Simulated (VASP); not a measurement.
# Al7Cu (Fm-3m) in VASP: notebook

Runs on Al7Cu. Level: PBE. Tasks: single point.

Everything below comes from runs of VASP 6.6.1. Logs are shortened: lines on timing, memory, paths and dates and some standing lists are left out, and cuts for length are marked.

## 1. The cell of the first run

Symmetry: Fm-3m, No. 225, cubic system. Conventional cell: a = 7.627 Å, b = 7.627 Å, c = 7.627 Å, α = 90.00°, β = 90.00°, γ = 90.00°. Within 3.6 Å of Al (site symmetry mmm) lie 10 Al at 2.70 Å and 2 Cu at 2.70 Å. Al (site symmetry m-3m) has 12 Al at 2.70 Å within 3.6 Å. Within 3.6 Å of Cu (site symmetry m-3m) lie 12 Al at 2.70 Å.

## 2. Single point, PBE (volume scaled by 0.88)

INCAR reads:

```
SYSTEM = Al7Cu
PREC = Accurate
ENCUT = 520
EDIFF = 1E-6
ISMEAR = 0
SIGMA = 0.1
LREAL = .False.
LASPH = .True.
NELM = 100
ALGO = Normal
ISIF = 2
LWAVE = .False.
LCHARG = .False.
GGA = PE
NBANDS = 26
```

KPOINTS reads:

```
regular mesh
0
Gamma
  8 8 8
  0 0 0
```

POSCAR reads:

```
Al7Cu
1.0
    0.0000000000      3.8137436295      3.8137436295
    3.8137436295      0.0000000000      3.8137436295
    3.8137436295      3.8137436295      0.0000000000
Al Cu
7 1
Direct
    0.5000000000      0.0000000000      0.0000000000
    0.0000000000      0.5000000000      0.5000000000
    0.0000000000      0.5000000000      0.0000000000
    0.5000000000      0.0000000000      0.5000000000
    0.0000000000      0.0000000000      0.5000000000
    0.5000000000      0.5000000000      0.0000000000
    0.0000000000      0.0000000000      0.0000000000
    0.5000000000      0.5000000000      0.5000000000
```

Potentials or basis: VASP PAW PBE potentials, release 64 (Al, Cu).

Started as:

```bash
$ cat potpaw_PBE.64/Al/POTCAR potpaw_PBE.64/Cu/POTCAR > POTCAR
$ mpirun -np 1 vasp_std > vasp.out
```

OUTCAR:

```text
SYSTEM = Al7Cu
   PREC = Accurate
   ENCUT = 520
   EDIFF = 1E-6
   ISMEAR = 0
   LREAL = .False.
   LASPH = .True.
   NELM = 100
   ISIF = 2
   GGA = PE

 ion  position               nearest neighbor table
   1  0.500  0.000  0.000-   4 2.70   6 2.70   7 2.70   4 2.70   5 2.70   8 2.70   3 2.70   6 2.70
                             8 2.70   3 2.70   5 2.70   7 2.70
   2  0.000  0.500  0.500-   3 2.70   5 2.70   8 2.70   3 2.70   6 2.70   7 2.70   4 2.70   5 2.70
                             7 2.70   4 2.70   6 2.70   8 2.70
   3  0.000  0.500  0.000-   2 2.70   6 2.70   7 2.70   2 2.70   5 2.70   8 2.70   1 2.70   5 2.70
                             7 2.70   1 2.70   6 2.70   8 2.70
   4  0.500  0.000  0.500-   1 2.70   5 2.70   8 2.70   1 2.70   6 2.70   7 2.70   2 2.70   6 2.70
                             8 2.70   2 2.70   5 2.70   7 2.70
   5  0.000  0.000  0.500-   2 2.70   4 2.70   7 2.70   1 2.70   3 2.70   7 2.70   2 2.70   3 2.70
                             8 2.70   1 2.70   4 2.70   8 2.70
   6  0.500  0.500  0.000-   1 2.70   3 2.70   8 2.70   2 2.70   4 2.70   8 2.70   1 2.70   4 2.70
                             7 2.70   2 2.70   3 2.70   7 2.70
   7  0.000  0.000  0.000-   1 2.70   3 2.70   5 2.70   2 2.70   4 2.70   5 2.70   2 2.70   3 2.70
                             6 2.70   1 2.70   4 2.70   6 2.70
   8  0.500  0.500  0.500-   2 2.70   4 2.70   6 2.70   1 2.70   3 2.70   6 2.70   1 2.70   4 2.70
                             5 2.70   2 2.70   3 2.70   5 2.70

  LATTYP: Found a face centered cubic cell.
 ALAT       =     7.6274872590

  Lattice vectors:

 A1 = (   0.0000000000,   3.8137436295,   3.8137436295)
 A2 = (   3.8137436295,   0.0000000000,   3.8137436295)
 A3 = (   3.8137436295,   3.8137436295,   0.0000000000)

Analysis of symmetry for initial positions (statically):
=====================================================================
 Subroutine PRICEL returns:
 Original cell was already a primitive cell.

 Routine SETGRP: Setting up the symmetry group for a
 face centered cubic supercell.

 Subroutine GETGRP returns: Found 48 space group operations
 (whereof 48 operations were pure point group operations)
 out of a pool of 48 trial point group operations.

The static configuration has the point symmetry O_h .

Analysis of symmetry for dynamics (positions and initial velocities):
=====================================================================
 Subroutine PRICEL returns:
 Original cell was already a primitive cell.

[... 118 lines left out ...]
   NELM   =    100;   NELMIN=  2; NELMDL= -5     # of ELM steps
   EDIFF  = 0.1E-05   stopping-criterion for ELM
   LREAL  =      F    real-space projection
   EDIFFG = 0.1E-04   stopping-criterion for IOM
   NSW    =      0    number of steps for IOM
   IBRION =     -1    ionic relax: 0-MD 1-quasi-New 2-CG
   NFREE  =      0    steps in history (QN), initial steepest desc. (CG)
   ISIF   =      2    stress and relaxation
   ISYM   =      2    0-nonsym 1-usesym 2-fastsym
   POTIM  = 0.5000    time-step for ionic-motion
   TEBEG  =    0.0;   TEEND  =   0.0 temperature during run
   PSTRESS=    0.0 pullay stress
   NELECT =      32.0000    total number of electrons
   NUPDOWN=      -1.0000    fix difference up-down
   EMIN   =  10.00;   EMAX   =-10.00  energy-range for DOS
   EFERMI =   0.00;   METHOD = LEGACY
   ISMEAR =     0;   SIGMA  =   0.10  broadening in eV -4-tet -1-fermi 0-gaus
   EFERMI_NEDOS =   21; number of points for ismear=-14 and -15
   IALGO  =     38    algorithm
   IMIX   =      4    mixing-type and parameters
     AMIX     =   0.40;   BMIX     =  1.00
     AMIX_MAG =   1.60;   BMIX_MAG =  1.00
  volume/ion in A,a.u.               =      13.87        93.58
  Fermi-wavevector in a.u.,A,eV,Ry     =   1.081675  2.044069 15.919090  1.170020
  Thomas-Fermi vector in A             =   2.217697
   LORBIT       =      0    0 simple, 1 ext, 2 COOP (PROOUT), +10 PAW based schemes
   GGA     = PE    functional components
   LHFCALC =     F    Hartree Fock is set to
   AEXX    =    0.0000 exact exchange contribution
   IVDW    =     0    specifies the selected vdW correction
   LEPSILON=     F    determine dielectric tensor
   LRPA    =     F    only Hartree local field effects (RPA)
 non-spin polarized calculation
 Gauss-broadening in eV      SIGMA  =   0.10
  energy-cutoff  :      520.00
  volume of cell :      110.94
 maximum number of plane-waves:      3004
   NGX = 21   NGY = 21   NGZ = 21

 number of electron      32.0000006 magnetization

 Free energy of the ion-electron system (eV)
  ---------------------------------------------------
  ext. energy  EPLUGINS =         0.00000000
  ---------------------------------------------------
  free energy    TOTEN  =       -29.46307390 eV

  energy without entropy =      -29.45258275  energy(sigma->0) =      -29.45782833

 E-fermi :   9.5226     XC(G=0): -10.9715

 val. band max:        9.4613836015   @ k =   0.5000   0.3750   0.1250
 cond. band min:       9.5366748156   @ k =   0.3750   0.2500   0.1250
 fundamental gap:      0.0752912141
 Fermi energy:         9.5225949038

 k-point     1 :       0.0000    0.0000    0.0000
  band No.  band energies     occupation
      1      -2.5119      2.00000
      2       4.2696      2.00000
      3       4.2696      2.00000
      4       4.2696      2.00000
      5       4.2742      2.00000
      6       4.6850      2.00000
[... 685 lines left out ...]
     25      14.8868      0.00000
     26      15.2632      0.00000

 [... further k-points ...]
[... 5 lines left out ...]
  --------------------------------------------------------------------------------------
  -------------------------------------------------------------------------------------
  Total       10.2129769     10.2129769     10.2129769     -0.0000000      0.0000000      0.0000000
  in kB      147.4953916    147.4953916    147.4953916     -0.0000000      0.0000000      0.0000000
  external PRESSURE =     147.4953916 kB  Pullay stress =       0.0000000 kB

 VOLUME and BASIS-vectors are now :
 -----------------------------------------------------------------------------
  energy-cutoff  :      520.00
  volume of cell :      110.94
      direct lattice vectors                 reciprocal lattice vectors
     0.000000000  3.813743629  3.813743629    -0.131104775  0.131104775  0.131104775
     3.813743629  0.000000000  3.813743629     0.131104775 -0.131104775  0.131104775
     3.813743629  3.813743629  0.000000000     0.131104775  0.131104775 -0.131104775

 POSITION                                       TOTAL-FORCE (eV/Angst)
 -----------------------------------------------------------------------------------
      0.00000      1.90687      1.90687         0.000000      0.000000     -0.000000
      3.81374      1.90687      1.90687         0.000000     -0.000000     -0.000000
      1.90687      0.00000      1.90687         0.000000      0.000000     -0.000000
      1.90687      3.81374      1.90687        -0.000000     -0.000000     -0.000000
      1.90687      1.90687      0.00000         0.000000      0.000000     -0.000000
      1.90687      1.90687      3.81374         0.000000      0.000000     -0.000000
      0.00000      0.00000      0.00000         0.000000      0.000000     -0.000000
      3.81374      3.81374      3.81374        -0.000000     -0.000000      0.000000
 -----------------------------------------------------------------------------------
    total drift:                                0.000000     -0.000000      0.000000

  FREE ENERGIE OF THE ION-ELECTRON SYSTEM (eV)
  ---------------------------------------------------
  free  energy   TOTEN  =       -29.4630739046 eV

  energy  without entropy=      -29.4525827475  energy(sigma->0) =      -29.45782833
```

stdout:

```text
POSCAR found type information on POSCAR AlCu
 POSCAR found :  2 types and       8 ions
 scaLAPACK will be used
 LDA part: xc-table for (Slater+PW92), standard interpolation
 POSCAR, INCAR and KPOINTS ok, starting setup
 FFT: planning ... GRIDC
 FFT: planning ... GRID_SOFT
 FFT: planning ... GRID
 WAVECAR not read
 entering main loop
```

It used 87 s of CPU time on 1 thread of AMD EPYC 7R13 Processor (Zen 3), with other jobs on the host.

Results:

| Item | Value |
| --- | --- |
| Free energy | -29.4631 eV |
| Pressure | 14.7 GPa |
| Band gap on the k mesh | zero (band 16 reaches 10.46 eV, above the bottom of band 17 at 6.77 eV) |

## 3. Single point, PBE (volume scaled by 0.91)

INCAR reads:

```
SYSTEM = Al7Cu
  PREC = Accurate
  ENCUT = 520
  EDIFF = 1E-7
  ISMEAR = 0
  SIGMA = 0.1
  LREAL = .False.
  LASPH = .True.
  NELM = 60
  ALGO = Normal
  ISIF = 2
  LWAVE = .False.
  LCHARG = .True.
  GGA = PE
  LELF = .True.
  LVHAR = .True.
  NBANDS = 26
```

KPOINTS reads:

```
Automatic mesh
0
Gamma
  8 8 8
  0 0 0
```

POSCAR: that of step 2 with these lines changed.

```diff
@@ -2,5 +2,5 @@
 1.0
-    0.0000000000      3.8137436295      3.8137436295
-    3.8137436295      0.0000000000      3.8137436295
-    3.8137436295      3.8137436295      0.0000000000
+    0.0000000000      3.8565982685      3.8565982685
+    3.8565982685      0.0000000000      3.8565982685
+    3.8565982685      3.8565982685      0.0000000000
 Al Cu
```

Potentials or basis: VASP PAW PBE potentials, release 64 (Al, Cu).

Started as:

```bash
$ cat potpaw_PBE.64/Al/POTCAR potpaw_PBE.64/Cu/POTCAR > POTCAR
$ mpirun -np 1 vasp_std > vasp.out
```

It used 120 s of CPU time on 1 thread of AMD EPYC 7R13 Processor (Zen 3), on a shared host.

It converged, with:

| Quantity | Value |
| --- | --- |
| Free energy | -29.7558 eV |
| Pressure | 10.1 GPa |
| Band gap on the k mesh | zero (band 16 reaches 10.06 eV, above the bottom of band 17 at 6.42 eV) |

Levels at points of the mesh, in eV from the Fermi level:
```
           k point  band 13  band 14  band 15  band 16  band 17  band 18  band 19  band 20
(0.00, 0.00, 0.00)    -2.73    -2.73    -2.71    -2.71    -2.71    -0.89    -0.43    -0.43
(0.50, 0.00, 0.00)    -3.25    -0.50    -0.50    -0.33    -0.12     0.44     0.44     3.92
(0.50, 0.50, 0.00)    -0.49    -0.35    -0.35     0.18     1.14     1.32     2.09     2.33
```

## 4. Single point, PBE (volume scaled by 0.94)

INCAR reads:

```
SYSTEM = Al7Cu
PREC = Accurate ; ENCUT = 520
EDIFF = 1E-6 ; ISMEAR = 0
SIGMA = 0.1 ; LREAL = .False.
LASPH = .True. ; NELM = 60
ALGO = Fast ; ISIF = 2
LWAVE = .False. ; LCHARG = .False.
GGA = PE ; NBANDS = 26
```

KPOINTS reads:

```
regular mesh
0
Gamma
  8 8 8
  0 0 0
```

POSCAR: that of step 3 with these lines changed.

```diff
@@ -2,5 +2,5 @@
 1.0
-    0.0000000000      3.8565982685      3.8565982685
-    3.8565982685      0.0000000000      3.8565982685
-    3.8565982685      3.8565982685      0.0000000000
+    0.0000000000      3.8985210993      3.8985210993
+    3.8985210993      0.0000000000      3.8985210993
+    3.8985210993      3.8985210993      0.0000000000
 Al Cu
```

Started as:

```bash
$ cat potpaw_PBE.64/Al/POTCAR potpaw_PBE.64/Cu/POTCAR > POTCAR
$ mpirun -np 1 vasp_std > vasp.out
```

It used 120 s of CPU time on 1 thread of AMD EPYC 7R13 Processor (Zen 3), on a shared host.

Results (log left out):

* Free energy: -29.9477 eV
* Pressure: 6.2 GPa
* Band gap on the k mesh: zero (band 16 reaches 9.68 eV, above the bottom of band 17 at 6.11 eV)

Levels at points of the mesh, in eV from the Fermi level:
```tsv
k point	band 12	band 13	band 14	band 15	band 16	band 17	band 18	band 19	band 20	band 21
(0.00, 0.00, 0.00)	-2.66	-2.66	-2.66	-2.65	-2.65	-2.65	-0.84	-0.46	-0.46	6.19
(0.50, 0.00, 0.00)	-3.15	-3.15	-0.47	-0.47	-0.31	-0.13	0.40	0.40	3.84	3.94
(0.50, 0.50, 0.00)	-0.47	-0.47	-0.32	-0.32	0.23	1.16	1.32	1.89	2.29	2.29
```

## 5. Summary

| cell | gap on the mesh (eV) | pressure (GPa) |
| --- | --- | --- |
| a = 5.393 Å, angles 60.0°, 8 atoms | none | 14.7 |
| a = 5.454 Å, angles 60.0°, 8 atoms | none | 10.1 |
| a = 5.513 Å, angles 60.0°, 8 atoms | none | 6.2 |

Alike in all rows: task single point; level PBE; potentials or basis VASP PAW PBE potentials, release 64 (Al, Cu); no spin polarisation; k mesh 8 × 8 × 8; cutoff (eV) 520; smearing gaussian 0.1 eV.

Absolute energies hang on the potentials; compare differences alone.
